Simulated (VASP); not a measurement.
Wanted: the native input for a VASP 6.6.1 run.

| Quantity | Value |
| --- | --- |
| Task | single point |
| Functional | LDA |
| Potentials or basis | VASP PAW LDA potentials, release 64 (Hf_pv, N) |
| Cutoff | 520 eV |
| k mesh | 10 × 10 × 5 |
| Occupations | fermi-dirac, width 0.05 eV |
| Spin | no spin polarisation |
| Dipole correction | no |
| Further INCAR settings | ALGO = Normal; EDIFF = 1e-07; NBANDS = 23 |

The structure of HfN lies in POSCAR:

```
HfN
1.0
    3.0699327642      0.0000000000      0.0000000000
   -1.5349663822      2.6586397618      0.0000000000
    0.0000000000      0.0000000000      5.3061904127
Hf N
2 2
Direct
    0.3333333333      0.6666666667      0.2500000000
    0.6666666667      0.3333333333      0.7500000000
    0.0000000000      0.0000000000      0.5000000000
    0.0000000000      0.0000000000      0.0000000000
```

The input as run:

INCAR

```
SYSTEM = HfN
ALGO     = Normal         ! electronic algorithm
EDIFF    = 1E-7           ! SCF threshold, eV
ENCUT    = 520            ! plane-wave cutoff, eV
GGA      = CA             ! functional
ISIF     = 2              ! what is computed and relaxed
ISMEAR   = -1             ! smearing method
LASPH    = .TRUE.         ! aspherical terms in the spheres
LCHARG   = .TRUE.         ! write CHGCAR
LELF     = .TRUE.         ! ELF
LREAL    = .FALSE.        ! projectors in reciprocal space
LVHAR    = .TRUE.       
LWAVE    = .FALSE.        ! write WAVECAR
NBANDS   = 23             ! bands
NELM     = 100            ! most SCF steps
PREC     = Accurate       ! precision mode
SIGMA    = 0.05           ! smearing width, eV
```

KPOINTS

```
k-points
0
G
  10 10 5
  0 0 0
```

Potentials or basis: VASP PAW LDA potentials, release 64 (Hf_pv, N).

Command:

```console
$ cat potpaw_LDA.64/Hf_pv/POTCAR potpaw_LDA.64/N/POTCAR > POTCAR
$ mpirun -np 1 vasp_std > vasp.out
```

It gave:

The pressure is 8.2 GPa and the band gap on the k mesh is zero (bands 15 and 16 overlap by 1.89 eV).

Caveat: the cell stands under pressure; spin-orbit coupling is left out, which moves the levels of the heavy elements.

Wall time 56 s on 1 thread of AMD EPYC 7R43 64-Core Processor (Zen 3), on a shared host, peak memory 0.13 GiB.
